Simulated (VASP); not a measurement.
A run of VASP 6.6.1 is set up as follows.

File INCAR:

```
PREC     = Accurate       # precision mode
ENCUT    = 600            # plane-wave cutoff, eV
EDIFF    = 1E-7           # SCF threshold, eV
ISMEAR   = 0              # smearing method
SIGMA    = 0.1            # smearing width, eV
LREAL    = F              # projectors in reciprocal space
LASPH    = T              # aspherical terms in the spheres
NELM     = 100            # most SCF steps
ALGO     = Normal         # electronic algorithm
ISIF     = 3              # what is computed and relaxed
LWAVE    = F              # write WAVECAR
LCHARG   = F              # write CHGCAR
GGA      = PE             # functional
IBRION   = 2              # ionic algorithm
NSW      = 100            # ionic steps
EDIFFG   = -0.01          # ionic threshold
```

File KPOINTS:

```
regular mesh
0
Gamma
  12 12 8
```

File POSCAR:

```
SbTe2I
1.0
    5.5615488995      0.0000000000      0.0000000000
   -2.7807744498      4.8164426314      0.0000000000
    0.0000000000      0.0000000000      6.1572659916
Sb Te I
1 2 1
Direct
    0.0000000000      0.0000000000      0.0000000000
    0.3333333333      0.6666666667      0.0000000000
    0.6666666667      0.3333333333      0.0000000000
    0.0000000000      0.0000000000      0.5000000000
```

Potentials or basis: VASP PAW PBE potentials, release 64 (Sb, Te, I).

The run is started by

```console
$ cat potpaw_PBE.64/Sb/POTCAR potpaw_PBE.64/Te/POTCAR potpaw_PBE.64/I/POTCAR > POTCAR
$ mpirun -np 1 vasp_std > vasp.out
```

**Question.** Estimate the relaxed cell.

**Answer.** a = 5.533 Å, b = 5.533 Å, c = 6.096 Å, α = 90.00°, β = 90.00°, γ = 120.00°.

**Question.** Predict the band gap on the k mesh.

**Answer.** Zero (band 12 reaches 3.67 eV, above the bottom of band 13 at 3.07 eV).

The path:
| step | energy change (eV) | largest force (eV/Å) | pressure (GPa) | volume (Å³) |
| --- | --- | --- | --- | --- |
| 1 | 0.0000 | 0.0000 | -0.60 | 164.93 |
| 2 | -0.0062 | 0.0000 | 0.11 | 161.26 |
| 3 | -0.0063 | 0.0000 | 0.02 | 161.71 |
| 4 | -0.0066 | 0.0000 | 0.00 | 161.64 |

Caveat: spin-orbit coupling is left out, which moves the levels of the heavy elements.
